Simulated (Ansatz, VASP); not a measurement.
Two plane-wave programs on LaNbO

```
La Nb O
1.0
     3.22438    0.00000    0.00000
    -1.61219    2.79239    0.00000
     0.00000    0.00000   12.15057
La Nb O
2 2 2
Direct
  0.00000 0.00000 0.26191
  0.00000 0.00000 0.73809
  0.33333 0.66667 0.87092
  0.66667 0.33333 0.12908
  0.66667 0.33333 0.37843
  0.33333 0.66667 0.62157
```

Change from the starting cell: species swapped into the NbSeS type (P-3m1, No. 164).

Alike in both runs: task single point; functional PBE; k mesh 6 × 6 × 2; occupations gaussian, width 0.1 eV; no spin polarisation.

```csv
,VASP,Ansatz
version,VASP 6.6.1,Ansatz 0.2.0
potentials or method,"VASP PAW PBE potentials, release 64 (La, Nb_sv, O), cutoff 520 eV","scalar-relativistic, plane waves, PAW"
valence electrons in the cell,60,60
```

Ansatz gave:

* gap on the k mesh at the Fermi level (eV): none
* pressure (GPa): 21.2
* traceless stress, the component that is largest in VASP (GPa): -9.42
* rms of the force components (eV/Å): 3.177

**Question.** Which values does VASP return?

**Answer.** gap on the k mesh at the Fermi level (eV): none; pressure (GPa): 21.1; traceless stress, the component that is largest in VASP (GPa): -9.47; rms of the force components (eV/Å): 3.181.

Atom by atom the forces differ by 0.005 eV/Å (rms over components). A gap of «none» marks a metal or a gap that the smearing closes.

The k mesh is coarse, so the values compare programs but aren't converged. Spin-orbit coupling is off throughout.
